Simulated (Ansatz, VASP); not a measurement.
# CuI: VASP beside Ansatz

Contents of INCAR:

```
SYSTEM = CuI
PREC = Accurate
ENCUT = 520
EDIFF = 1E-6
ISMEAR = -1
SIGMA = 0.03
LREAL = .FALSE.
LASPH = .TRUE.
NELM = 100
ALGO = Normal
ISIF = 2
LWAVE = .FALSE.
LCHARG = .FALSE.
GGA = PE
NBANDS = 16
```

KPOINTS

```
Automatic mesh
0
G
  9 9 9
  0 0 0
```

POSCAR

```
CuI
1.0
    0.0000000000      3.0713927327      3.0713927327
    3.0713927327      0.0000000000      3.0713927327
    3.0713927327      3.0713927327      0.0000000000
Cu I
1 1
Direct
    0.7500000000      0.7500000000      0.7500000000
    0.0000000000      0.0000000000      0.0000000000
```

Input for Ansatz:

```yaml
crystal:
  lattice:
    - [0.0, 3.0713927327, 3.0713927327]
    - [3.0713927327, 0.0, 3.0713927327]
    - [3.0713927327, 3.0713927327, 0.0]
  atoms:
    - { symbol: Cu, position: [0.75, 0.75, 0.75] }
    - { symbol: I, position: [0.0, 0.0, 0.0] }
kpoints:
  mp_grid: { grid: [9, 9, 9] }
scf:
  occupations: { method: fermi_dirac, width: 0.03 }
hamiltonian:
  xc: pbe
  pseudopotentials: { kind: all_electron, lapw: { basis_error: 0.001 } }
output:
  forces: true
  stress: true
  eigenvalues: true
```

Change from the starting cell: volume scaled by 1.04.

Alike in both runs: task single point; functional PBE; k mesh 9 × 9 × 9; occupations fermi-dirac, width 0.03 eV; no spin polarisation.

|  | VASP | Ansatz |
| --- | --- | --- |
| version | VASP 6.6.1 | Ansatz 0.2.0 |
| potentials or method | VASP PAW PBE potentials, release 64 (Cu, I), cutoff 520 eV | all-electron LAPW, scalar-relativistic |

|  | VASP | Ansatz | Ansatz less VASP |
| --- | --- | --- | --- |
| pressure (GPa) | -0.8 | -1.1 | -0.34 |

Ansatz ran all-electron here, and VASP with PAW potentials.

Neither program's run includes spin-orbit coupling.
